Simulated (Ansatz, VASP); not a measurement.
## BaZrO3: VASP beside Ansatz

The input INCAR:

```
PREC = Accurate
ENCUT = 600
EDIFF = 1E-6
ISMEAR = 0
SIGMA = 0.05
LREAL = False
LASPH = True
NELM = 120
ALGO = Normal
ISIF = 2
LWAVE = False
LCHARG = False
GGA = PE
NBANDS = 28
GGA_COMPAT = False
```

Contents of KPOINTS:

```
regular mesh
0
Gamma
  6 6 6
```

POSCAR

```
BaZrO3
1.0
    4.1815000000      0.0000000000      0.0000000000
    0.0000000000      4.1815000000      0.0000000000
    0.0000000000      0.0000000000      4.1815000000
Ba Zr O
1 1 3
Direct
    0.5000000000      0.4521702738      0.4760851369
    0.0000000000      0.0000000000      0.0000000000
    0.5000000000      0.0000000000      0.0000000000
    0.0000000000      0.5000000000      0.0000000000
    0.0000000000      0.0000000000      0.5000000000
```

Input for Ansatz:

```yaml
crystal:
  lattice:
    - [4.1815, 0.0, 0.0]
    - [0.0, 4.1815, 0.0]
    - [0.0, 0.0, 4.1815]
  atoms:
    - { symbol: Ba, position: [0.5, 0.4521702738, 0.4760851369] }
    - { symbol: Zr, position: [0.0, 0.0, 0.0] }
    - { symbol: O, position: [0.5, 0.0, 0.0] }
    - { symbol: O, position: [0.0, 0.5, 0.0] }
    - { symbol: O, position: [0.0, 0.0, 0.5] }
basis:
  ecutwfc: 420
kpoints:
  mp_grid: { grid: [6, 6, 6] }
hamiltonian:
  xc: pbe
scf:
  occupations: { method: gaussian, width: 0.05 }
output:
  forces: true
  stress: true
  eigenvalues: true
```

Alike in both runs: task single point; functional PBE; k mesh 6 × 6 × 6; occupations gaussian, width 0.05 eV; no spin polarisation.

```csv
,VASP,Ansatz
version,VASP 6.6.1,Ansatz 0.2.0
potentials or method,"VASP PAW PBE potentials, release 64 (Ba_sv, Zr_sv, O), cutoff 600 eV","scalar-relativistic, plane waves, PAW"
valence electrons in the cell,40,40
```

Ansatz gave:

* gap on the k mesh at the Fermi level (eV): 3.20
* least direct gap on the mesh (eV): 3.38
* pressure (GPa): 6.2
* traceless stress, the component that is largest in VASP (GPa): 0.78
* rms of the force components (eV/Å): 0.314

Question: Estimate VASP's values.

Answer: gap on the k mesh at the Fermi level (eV): 3.16; least direct gap on the mesh (eV): 3.37; pressure (GPa): 7.2; traceless stress, the component that is largest in VASP (GPa): 0.84; rms of the force components (eV/Å): 0.336.

Atom by atom the forces differ by 0.033 eV/Å (rms over components). The functional is the same, so the differences come from potentials, cutoffs and numerics.

Spin-orbit coupling is off throughout.
